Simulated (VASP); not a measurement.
Write the native input for VASP 6.6.1 that does the following.

```yaml
Task: single point
Functional: PBE
Potentials_or_basis: VASP PAW PBE potentials, release 64 (Mg, S)
Cutoff: 520 eV
k_mesh: 8 × 8 × 8
Occupations: fermi-dirac, width 0.02 eV
Spin: no spin polarisation
Dipole_correction: no
Further_INCAR_settings: ALGO = Normal; EDIFF = 1e-06; NBANDS = 11
```

The structure of MgS lies in POSCAR:

```
MgS
1.0
    0.0000000000      2.5929329281      2.6015179373
    2.5929329281      0.0000000000      2.6015179373
    2.5929329281      2.5929329281      0.0000000000
Mg S
1 1
Direct
    0.0000000000      0.0000000000      0.0000000000
    0.5000000000      0.5000000000      0.5000000000
```

This cell differs from its parent crystal: biaxial xy strain -0.3%.

These files were run (other wordings do the same):

INCAR

```
SYSTEM = MgS
  ALGO = Normal
  EDIFF = 1E-6
  ENCUT = 520
  GGA = PE
  ISIF = 2
  ISMEAR = -1
  LASPH = .True.
  LCHARG = .False.
  LREAL = .False.
  LWAVE = .False.
  NBANDS = 11
  NELM = 100
  PREC = Accurate
  SIGMA = 0.02
```

KPOINTS

```
k-points
0
Gamma
  8 8 8
  0 0 0
```

Potentials or basis: VASP PAW PBE potentials, release 64 (Mg, S).

Launch:

```console
$ cat potpaw_PBE.64/Mg/POTCAR potpaw_PBE.64/S/POTCAR > POTCAR
$ mpirun -np 1 vasp_std > vasp.out
```

It gave:

```
Pressure               : 1.4 GPa
Band gap on the k mesh : 2.77 eV (least direct gap 3.75 eV)
```

Caveat: the cell differs from its parent crystal (biaxial xy strain -0.3%).

Wall time 11 s on 1 thread of Intel(R) Xeon(R) Platinum 8559C (Emerald Rapids), with other jobs on the host, peak memory 0.16 GiB.
